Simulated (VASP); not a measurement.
# Ga3Sb (P-3m1) in VASP: further runs, part 2 of 2

VASP 6.6.1. Earlier steps stand in the parts before.

### Step 3. Single point, PBE

This run uses another cell than the first one, of 23.20 Å³/atom.

The input, INCAR:

```
SYSTEM = Ga3Sb
ALGO = Fast
EDIFF = 1E-6
ENCUT = 520
GGA = PE
ISIF = 2
ISMEAR = 0
LASPH = .TRUE.
LCHARG = .FALSE.
LREAL = .FALSE.
LWAVE = .FALSE.
NBANDS = 30
NELM = 60
PREC = Accurate
SIGMA = 0.1
```

The input, KPOINTS:

```
k-points
0
G
  12 12 8
  0 0 0
```

The input, POSCAR:

```
Ga3Sb
1.0
    4.2021578006      0.0000000000      0.0000000000
   -2.1010789003      3.6391754060      0.0000000000
    0.0000000000      0.0000000000      6.0683431881
Ga Sb
3 1
Direct
    0.3333333333      0.6666666667      0.2194986239
    0.6666666667      0.3333333333      0.7805013761
    0.0000000000      0.0000000000      0.0000000000
    0.0000000000      0.0000000000      0.5000000000
```

Potentials or basis: VASP PAW PBE potentials, release 64 (Ga_d, Sb).

On the command line:

```console
$ cat potpaw_PBE.64/Ga_d/POTCAR potpaw_PBE.64/Sb/POTCAR > POTCAR
$ mpirun -np 1 vasp_std > vasp.out
```

OUTCAR:

```text
SYSTEM = Ga3Sb
   EDIFF = 1E-6
   ENCUT = 520
   GGA = PE
   ISIF = 2
   ISMEAR = 0
   LASPH = .TRUE.
   LREAL = .FALSE.
   NELM = 60
   PREC = Accurate

 ion  position               nearest neighbor table
   1  0.333  0.667  0.219-   3 2.77   3 2.77   3 2.77   4 2.96   4 2.96   4 2.96
   2  0.667  0.333  0.781-   3 2.77   3 2.77   3 2.77   4 2.96   4 2.96   4 2.96
   3  0.000  0.000  0.000-   1 2.77   2 2.77   1 2.77   2 2.77   2 2.77   1 2.77   4 3.03   4 3.03

   4  0.000  0.000  0.500-   1 2.96   2 2.96   1 2.96   2 2.96   2 2.96   1 2.96   3 3.03   3 3.03

  LATTYP: Found a hexagonal cell.
 ALAT       =     4.2021578006
 C/A-ratio  =     1.4441016916

  Lattice vectors:

 A1 = (   4.2021578006,   0.0000000000,   0.0000000000)
 A2 = (  -2.1010789003,   3.6391754060,   0.0000000000)
 A3 = (   0.0000000000,   0.0000000000,   6.0683431881)

Analysis of symmetry for initial positions (statically):
=====================================================================
 Subroutine PRICEL returns:
 Original cell was already a primitive cell.

[... 172 lines left out ...]
  energy without entropy =      -12.65235016  energy(sigma->0) =      -12.65514937

 E-fermi :   5.3199     XC(G=0): -10.1058

 val. band max:        5.3105334997   @ k =   0.3333   0.1667   0.2500
 cond. band min:       5.3334193118   @ k =   0.0000   0.0833   0.2500
 fundamental gap:      0.0228858121
 Fermi energy:         5.3198663623

 k-point     1 :       0.0000    0.0000    0.0000
  band No.  band energies     occupation
      1      -9.7194      2.00000
      2      -9.7194      2.00000
      3      -9.6225      2.00000
      4      -9.6225      2.00000
      5      -9.6088      2.00000
      6      -9.5196      2.00000
[... 781 lines left out ...]
     29      11.2516      0.00000
     30      11.3045      0.00000

 [... further k-points ...]

------------------------ aborting loop because EDIFF is reached ----------------------------------------

  FORCE on cell =-STRESS in cart. coord.  units (eV):
  Direction    XX          YY          ZZ          XY          YZ          ZX
  --------------------------------------------------------------------------------------
  -------------------------------------------------------------------------------------
  Total        0.0169448      0.0169448      0.0584775     -0.0000000      0.0000000      0.0000000
  in kB        0.2925518      0.2925518      1.0096108     -0.0000000      0.0000000      0.0000000
  external PRESSURE =       0.5315715 kB  Pullay stress =       0.0000000 kB

 VOLUME and BASIS-vectors are now :
 -----------------------------------------------------------------------------
  energy-cutoff  :      520.00
  volume of cell :       92.80
      direct lattice vectors                 reciprocal lattice vectors
     4.202157801  0.000000000  0.000000000     0.237972977  0.137393762  0.000000000
    -2.101078900  3.639175406  0.000000000     0.000000000  0.274787524  0.000000000
     0.000000000  0.000000000  6.068343188     0.000000000  0.000000000  0.164789625

 POSITION                                       TOTAL-FORCE (eV/Angst)
 -----------------------------------------------------------------------------------
     -0.00000      2.42612      1.33199        -0.000000     -0.000000      0.003116
      2.10108      1.21306      4.73635         0.000000      0.000000     -0.003116
      0.00000      0.00000      0.00000        -0.000000      0.000000      0.000000
      0.00000      0.00000      3.03417        -0.000000      0.000000      0.000000
 -----------------------------------------------------------------------------------
    total drift:                               -0.000000      0.000000      0.000000

  FREE ENERGIE OF THE ION-ELECTRON SYSTEM (eV)
  ---------------------------------------------------
  free  energy   TOTEN  =       -12.6579485668 eV

  energy  without entropy=      -12.6523501634  energy(sigma->0) =      -12.65514937
```

Run time: 4.3 min. Hardware: 1 thread of Intel Xeon Platinum 8259CL at 2.50GHz (Skylake/Cascade Lake), shared host; peak memory 0.43 GiB.

Results:

```
Free energy            : -12.6579 eV
Pressure               : 0.1 GPa
Largest force          : 0.003 eV/Å
Band gap on the k mesh : zero (bands 22 and 23 overlap by 2.71 eV)
```

Forces on the atoms (eV/Å):
```
Ga   0.000  0.000  0.003
Ga   0.000  0.000 -0.003
Ga   0.000  0.000  0.000
Sb   0.000  0.000  0.000
```

Levels at points of the mesh, in eV from the Fermi level:
```csv
k point,band 20,band 21,band 22,band 23,band 24,band 25
"(0.00, 0.00, 0.00)",-0.53,-0.20,1.65,1.92,1.92,2.96
"(0.50, 0.00, 0.00)",-3.81,-2.69,-2.27,1.53,1.71,2.60
"(0.00, 0.00, 0.50)",-0.07,-0.07,0.93,1.10,1.10,1.66
"(0.50, 0.00, 0.50)",-1.45,-0.76,-0.44,-0.28,0.43,1.03
```

Caveat: spin-orbit coupling is left out, which moves the levels of the heavy elements.
